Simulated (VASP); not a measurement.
# HfSi3W (I4mm) in VASP: further runs

Runs on HfSi3W. Level: PBE. Tasks: relaxation of cell and atoms, single point.

Everything below comes from runs of VASP 6.6.1. Logs are shortened: lines on timing, memory, paths and dates and some standing lists are left out, and cuts for length are marked.

## (1) The cell of the first run

The structure is tetragonal, space group I4mm (No. 107). The conventional cell has a = 3.444 Å, b = 3.444 Å, c = 13.270 Å, α = 90.00°, β = 90.00°, γ = 90.00°. Within 3.3 Å of Hf (site symmetry 4mm) lie 6 Si at 2.49 to 2.79 Å and 4 W at 3.00 Å. Si (site symmetry 4mm) has 9 Si at 2.55 to 3.44 Å and 4 Hf at 2.76 Å and 1 W at 3.05 Å within 3.5 Å. Si (site symmetry 4mm) has 9 Si at 2.55 to 3.44 Å and 4 W at 2.65 Å and 1 Hf at 2.79 Å within 3.5 Å. Si (site symmetry 4mm) has 1 W at 2.39 Å and 1 Hf at 2.49 Å and 8 Si at 2.71 to 2.78 Å within 3.2 Å. Within 3.2 Å of W (site symmetry 4mm) lie 6 Si at 2.39 to 3.05 Å and 4 Hf at 3.00 Å.

The cell was generated, and may not be a known phase.

## (2) Relaxation of cell and atoms, PBE

INCAR reads:

```
SYSTEM = HfSi3W
PREC = Accurate
ENCUT = 600
EDIFF = 1E-7
ISMEAR = 0
SIGMA = 0.1
LREAL = .False.
LASPH = .True.
NELM = 80
ALGO = Normal
ISIF = 3
LWAVE = .False.
LCHARG = .False.
GGA = PE
IBRION = 2
NSW = 100
EDIFFG = -0.01
```

KPOINTS reads:

```
regular mesh
0
Gamma
  12 12 12
  0 0 0
```

POSCAR reads:

```
HfSi3W
1.0
   -1.7218312177      1.7218312177      6.6350366031
    1.7218312177     -1.7218312177      6.6350366031
    1.7218312177      1.7218312177     -6.6350366031
Hf Si W
1 3 1
Direct
    0.6109907063      0.6109907063      0.0000000000
    0.0133436204      0.0133436204      0.0000000000
    0.8214600560      0.8214600560      0.0000000000
    0.4232226863      0.4232226863      0.0000000000
    0.2429925710      0.2429925710      0.0000000000
```

Potentials or basis: VASP PAW PBE potentials, release 64 (Hf_pv, Si, W_sv).

The run is started by

```sh
cat potpaw_PBE.64/Hf_pv/POTCAR potpaw_PBE.64/Si/POTCAR potpaw_PBE.64/W_sv/POTCAR > POTCAR
mpirun -np 1 vasp_std > vasp.out
```

OUTCAR:

```text
SYSTEM = HfSi3W
   PREC = Accurate
   ENCUT = 600
   EDIFF = 1E-7
   ISMEAR = 0
   LREAL = .False.
   LASPH = .True.
   NELM = 80
   ISIF = 3
   GGA = PE
   IBRION = 2
   NSW = 100
   EDIFFG = -0.01

 ion  position               nearest neighbor table
   1  0.611  0.611  0.000-   4 2.49   2 2.76   2 2.76   2 2.76   2 2.76   3 2.79   5 3.00   5 3.00
                             5 3.00   5 3.00
   2  0.013  0.013  0.000-   3 2.55   4 2.71   4 2.71   4 2.71   4 2.71   1 2.76   1 2.76   1 2.76
                             1 2.76   5 3.05
   3  0.821  0.821  0.000-   2 2.55   5 2.65   5 2.65   5 2.65   5 2.65   4 2.78   4 2.78   4 2.78
                             4 2.78   1 2.79
   4  0.423  0.423  0.000-   5 2.39   1 2.49   2 2.71   2 2.71   2 2.71   2 2.71   3 2.78   3 2.78
                             3 2.78   3 2.78
   5  0.243  0.243  0.000-   4 2.39   3 2.65   3 2.65   3 2.65   3 2.65   1 3.00   1 3.00   1 3.00
                             1 3.00   2 3.05

  LATTYP: Found a body centered tetragonal cell.
 ALAT       =     3.4436624354
 C/A-ratio  =     3.8534767722

  Lattice vectors:

 A1 = (  -1.7218312177,   1.7218312177,   6.6350366031)
 A2 = (   1.7218312177,  -1.7218312177,   6.6350366031)
 A3 = (   1.7218312177,   1.7218312177,  -6.6350366031)

Analysis of symmetry for initial positions (statically):
=====================================================================
 Subroutine PRICEL returns:
 Original cell was already a primitive cell.

 Routine SETGRP: Setting up the symmetry group for a
 body centered tetragonal supercell.

 Subroutine GETGRP returns: Found  8 space group operations
 (whereof  8 operations were pure point group operations)
 out of a pool of 16 trial point group operations.

The static configuration has the point symmetry C_4v.

Analysis of symmetry for dynamics (positions and initial velocities):
=====================================================================
 Subroutine PRICEL returns:
 Original cell was already a primitive cell.

 Routine SETGRP: Setting up the symmetry group for a
 body centered tetragonal supercell.

 Subroutine GETGRP returns: Found  8 space group operations
 (whereof  8 operations were pure point group operations)
 out of a pool of 16 trial point group operations.

The dynamic configuration has the point symmetry C_4v.

 Subroutine INISYM returns: Found  8 space group operations
 (whereof  8 operations are pure point group operations),
 and found     1 'primitive' translations

----------------------------------------------------------------------------------------

                                     Primitive cell

  volume of cell :      78.6836

  direct lattice vectors                    reciprocal lattice vectors
    -1.721831218  1.721831218  6.635036603     0.000000000  0.290388509  0.075357535
     1.721831218 -1.721831218  6.635036603     0.290388509  0.000000000  0.075357535
     1.721831218  1.721831218 -6.635036603     0.290388509  0.290388509  0.000000000

  length of vectors
     7.067751850  7.067751850  7.067751850     0.300007074  0.300007074  0.410671368

  position of ions in fractional coordinates (direct lattice)
     0.610990706  0.610990706  0.000000000
     0.013343620  0.013343620  0.000000000
     0.821460056  0.821460056  0.000000000
     0.423222686  0.423222686  0.000000000
     0.242992571  0.242992571  0.000000000

  ion indices of the primitive-cell ions
   primitive index   ion index
                 1           1
                 2           2
                 3           3
                 4           4
                 5           5

----------------------------------------------------------------------------------------

 KPOINTS: regular mesh

Automatic generation of k-mesh.
 Grid dimensions read from file:
 generate k-points for:   12   12   12

 Generating k-lattice:

  Cartesian coordinates                     Fractional coordinates (reciprocal lattice)
     0.000000000  0.024199042  0.006279795     0.083333333 -0.000000000  0.000000000
     0.024199042  0.000000000  0.006279795    -0.000000000  0.083333333  0.000000000
     0.024199042  0.024199042  0.000000000     0.000000000  0.000000000  0.083333333

  Length of vectors
     0.025000589  0.025000589  0.034222614

  Shift w.r.t. Gamma in fractional coordinates (k-lattice)
     0.000000000  0.000000000  0.000000000

 Subroutine IBZKPT returns following result:
 ===========================================

 Found    163 irreducible k-points:

 Following reciprocal coordinates:
            Coordinates               Weight
  0.000000  0.000000  0.000000      1.000000
  0.083333  0.000000 -0.000000      8.000000
  0.166667  0.000000  0.000000      8.000000
  0.250000  0.000000  0.000000      8.000000
  0.333333 -0.000000  0.000000      8.000000
  0.416667  0.000000  0.000000      8.000000
[... 16 lines left out ...]
  0.500000  0.166667  0.000000     16.000000
 -0.416667  0.166667  0.000000     16.000000
 [... further k-points ...]
   k-points           NKPTS =    163   k-points in BZ     NKDIM =    163   number of bands    NBANDS=     22
   number of dos      NEDOS =    301   number of ions     NIONS =      5
   total plane-waves  NPLWV = 175616
   dimension x,y,z NGX =    56 NGY =   56 NGZ =   56
   dimension x,y,z NGXF=   112 NGYF=  112 NGZF=  112
   ions per type =               1   3   1
   NGX,Y,Z   is equivalent  to a cutoff of  13.17, 13.17, 13.17 a.u.
   NGXF,Y,Z  is equivalent  to a cutoff of  26.34, 26.34, 26.34 a.u.
 SYSTEM =  HfSi3W
   PREC   = accura    normal or accurate (medium, high low for compatibility)
   ISTART =      0    job   : 0-new  1-cont  2-samecut
   ICHARG =      2    charge: 1-file 2-atom 10-const
   ISPIN  =      1    spin polarized calculation?
   LNONCOLLINEAR =      F non collinear calculations
   LSORBIT =      F    spin-orbit coupling
   LASPH  =      T    aspherical Exc in radial PAW
   ENCUT  =  600.0 eV  44.10 Ry    6.64 a.u.  14.12 14.12 14.12*2*pi/ulx,y,z
   NELM   =     80;   NELMIN=  2; NELMDL= -5     # of ELM steps
   EDIFF  = 0.1E-06   stopping-criterion for ELM
   LREAL  =      F    real-space projection
   EDIFFG = -.1E-01   stopping-criterion for IOM
   NSW    =    100    number of steps for IOM
   IBRION =      2    ionic relax: 0-MD 1-quasi-New 2-CG
   NFREE  =      1    steps in history (QN), initial steepest desc. (CG)
   ISIF   =      3    stress and relaxation
   ISYM   =      2    0-nonsym 1-usesym 2-fastsym
   POTIM  = 0.5000    time-step for ionic-motion
   TEBEG  =    0.0;   TEEND  =   0.0 temperature during run
   PSTRESS=    0.0 pullay stress
   NELECT =      36.0000    total number of electrons
   NUPDOWN=      -1.0000    fix difference up-down
   EMIN   =  10.00;   EMAX   =-10.00  energy-range for DOS
   EFERMI =   0.00;   METHOD = LEGACY
   ISMEAR =     0;   SIGMA  =   0.10  broadening in eV -4-tet -1-fermi 0-gaus
   EFERMI_NEDOS =   21; number of points for ismear=-14 and -15
   IALGO  =     38    algorithm
   IMIX   =      4    mixing-type and parameters
     AMIX     =   0.40;   BMIX     =  1.00
     AMIX_MAG =   1.60;   BMIX_MAG =  1.00
  volume/ion in A,a.u.               =      15.74       106.20
  Fermi-wavevector in a.u.,A,eV,Ry     =   1.261481  2.383854 21.651431  1.591335
  Thomas-Fermi vector in A             =   2.394938
   LORBIT       =      0    0 simple, 1 ext, 2 COOP (PROOUT), +10 PAW based schemes
   GGA     = PE    functional components
   LHFCALC =     F    Hartree Fock is set to
   AEXX    =    0.0000 exact exchange contribution
   IVDW    =     0    specifies the selected vdW correction
   LEPSILON=     F    determine dielectric tensor
   LRPA    =     F    only Hartree local field effects (RPA)
 conjugate gradient relaxation of ions
 non-spin polarized calculation
 Gauss-broadening in eV      SIGMA  =   0.10
  energy-cutoff  :      600.00
  volume of cell :       78.68
 maximum number of plane-waves:      2646
   NGX = 29   NGY = 29   NGZ = 29

--------------------------------------- Ionic step        1  -------------------------------------------

 number of electron      36.0000000 magnetization

 Free energy of the ion-electron system (eV)
  ---------------------------------------------------
  ext. energy  EPLUGINS =         0.00000000
  ---------------------------------------------------
  free energy    TOTEN  =       -39.97131748 eV

  energy without entropy =      -39.96440874  energy(sigma->0) =      -39.96786311

------------------------ aborting loop because EDIFF is reached ----------------------------------------

  FORCE on cell =-STRESS in cart. coord.  units (eV):
  Direction    XX          YY          ZZ          XY          YZ          ZX
  --------------------------------------------------------------------------------------
  -------------------------------------------------------------------------------------
  Total       -0.0284656     -0.0284656      0.5220581      0.0000000      0.0000000     -0.0000000
  in kB       -0.5796232     -0.5796232     10.6302859      0.0000000      0.0000000     -0.0000000
  external PRESSURE =       3.1570132 kB  Pullay stress =       0.0000000 kB
[... 98 lines left out ...]
  FREE ENERGIE OF THE ION-ELECTRON SYSTEM (eV)
  ---------------------------------------------------
  free  energy   TOTEN  =       -39.9757052789 eV

  energy  without entropy=      -39.9685155640  energy(sigma->0) =      -39.97211042

[... ionic steps 4 to 7 ...]

--------------------------------------- Ionic step        8  -------------------------------------------

 number of electron      36.0000000 magnetization

------------------------ aborting loop because EDIFF is reached ----------------------------------------

  FORCE on cell =-STRESS in cart. coord.  units (eV):
  Direction    XX          YY          ZZ          XY          YZ          ZX
  --------------------------------------------------------------------------------------
  -------------------------------------------------------------------------------------
  Total       -0.0089339     -0.0089339     -0.0191873      0.0000000      0.0000000      0.0000000
  in kB       -0.1815655     -0.1815655     -0.3899475      0.0000000      0.0000000      0.0000000
  external PRESSURE =      -0.2510261 kB  Pullay stress =       0.0000000 kB
[... 63 lines left out ...]
  energy  without entropy=      -39.9701490115  energy(sigma->0) =      -39.97370748

--------------------------------------- Ionic step       10  -------------------------------------------

 number of electron      36.0000000 magnetization

 Free energy of the ion-electron system (eV)
  ---------------------------------------------------
  ext. energy  EPLUGINS =         0.00000000
  ---------------------------------------------------
  free energy    TOTEN  =       -39.97729258 eV

  energy without entropy =      -39.97014366  energy(sigma->0) =      -39.97371812

 E-fermi :   9.2903     XC(G=0): -11.8234

 val. band max:        9.2856767624   @ k =  -0.1667  -0.2500   0.1667
 cond. band min:       9.2927843478   @ k =  -0.4167   0.5000   0.4167
 fundamental gap:      0.0071075853
 Fermi energy:         9.2902848776

 k-point     1 :       0.0000    0.0000    0.0000
  band No.  band energies     occupation
      1     -64.6394      2.00000
      2     -28.8819      2.00000
      3     -28.8819      2.00000
      4     -28.8430      2.00000
      5     -21.0916      2.00000
      6     -20.9393      2.00000
[... 574 lines left out ...]
      6     -21.0592      2.00000
[... 14 lines left out ...]
     21      11.0752      0.00000
     22      11.3992      0.00000

 [... further k-points ...]
[... 5 lines left out ...]
  --------------------------------------------------------------------------------------
  -------------------------------------------------------------------------------------
  Total        0.0065449      0.0065449      0.0137697      0.0000000      0.0000000      0.0000000
  in kB        0.1330819      0.1330819      0.2799875      0.0000000      0.0000000      0.0000000
  external PRESSURE =       0.1820504 kB  Pullay stress =       0.0000000 kB
[... 20 lines left out ...]
  FREE ENERGIE OF THE ION-ELECTRON SYSTEM (eV)
  ---------------------------------------------------
  free  energy   TOTEN  =       -39.9772925760 eV

  energy  without entropy=      -39.9701436601  energy(sigma->0) =      -39.97371812

 reached required accuracy - stopping structural energy minimisation
```

Wall time 89 min (1 thread of Intel Xeon Platinum 8259CL at 2.50GHz (Skylake/Cascade Lake), shared host); peak memory 0.76 GiB.

What came out:

```
Free energy                           : -39.9773 eV
Relaxed volume                        : 15.76 Å³/atom
Relaxed cell                          : a = 7.100 Å, b = 7.100 Å, c = 7.100 Å, α = 151.99°, β = 151.99°, γ = 40.03°
Space group after relaxing (to 0.1 Å) : I4mm (No. 107)
Energy gained by relaxing             : 1.2 meV/atom
Ionic steps                           : 10
Pressure after relaxing               : 0.0 GPa
Band gap on the k mesh                : zero (bands 18 and 19 overlap by 0.69 eV)
```

Forces on the atoms (eV/Å):
```
Hf   0.000  0.000 -0.002
Si   0.000  0.000  0.001
Si   0.000  0.000  0.002
Si   0.000  0.000 -0.002
W    0.000  0.000  0.001
```

Step by step:
```
step  energy change (eV)  largest force (eV/Å)  pressure (GPa)  volume (Å³)
   1              0.0000                0.2636            0.32        78.68
   2             -0.0037                0.1827           -0.46        79.04
   3             -0.0044                0.1054           -0.25        78.94
   4             -0.0052                0.0860            0.27        78.72
   5             -0.0052                0.0863            0.28        78.71
   6             -0.0058                0.0424            0.04        78.81
   7             -0.0058                0.0403            0.00        78.82
   8             -0.0059                0.0248           -0.03        78.83
   9             -0.0059                0.0144           -0.06        78.85
  10             -0.0060                0.0022            0.02        78.79
```

Final structure:
```yaml
crystal:
  lattice:
    - [-1.71841, 1.71841, 6.67085]
    - [1.71841, -1.71841, 6.67085]
    - [1.71841, 1.71841, -6.67085]
  atoms:
    - { symbol: Hf, position: [0.61162, 0.61162, 0.00000] }
    - { symbol: Si, position: [0.01210, 0.01210, 0.00000] }
    - { symbol: Si, position: [0.82075, 0.82075, 0.00000] }
    - { symbol: Si, position: [0.42317, 0.42317, 0.00000] }
    - { symbol: W, position: [0.24437, 0.24437, 0.00000] }
```

Caveat: spin-orbit coupling is left out, which moves the levels of the heavy elements.

(Continued in part 2 of 2.)

The gap in the log of VASP goes by the Fermi energy; the results here count the filled bands.